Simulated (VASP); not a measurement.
A run of VASP 6.6.1 is set up as follows.

File INCAR:

```
  ALGO = Normal
  EDIFF = 1E-6
  ENCUT = 520
  GGA = PE
  ISIF = 2
  ISMEAR = -1
  LASPH = True
  LCHARG = True
  LELF = True
  LREAL = False
  LVHAR = True
  LWAVE = False
  NBANDS = 16
  NELM = 100
  PREC = Accurate
  SIGMA = 0.01
```

Contents of KPOINTS:

```
k-points
0
Gamma
  8 8 8
```

File POSCAR:

```
ZnS
1.0
    0.0000000000      2.7046500000      2.7587430000
    2.7046500000      0.0000000000      2.7587430000
    2.7046500000      2.7046500000      0.0000000000
Zn S
1 1
Direct
    0.0000000000      0.0000000000      0.0000000000
    0.7500000000      0.7500000000      0.7500000000
```

Potentials or basis: VASP PAW PBE potentials, release 64 (Zn, S).

Run with:

```bash
$ cat potpaw_PBE.64/Zn/POTCAR potpaw_PBE.64/S/POTCAR > POTCAR
$ mpirun -np 1 vasp_std > vasp.out
```

(1) Estimate the band gap on the k mesh.

(2) Estimate the pressure.

## Answers

(1) 1.99 eV, direct.

(2) 0.1 GPa.

Caveat: the cell differs from its parent crystal (zz strain of +2 %).
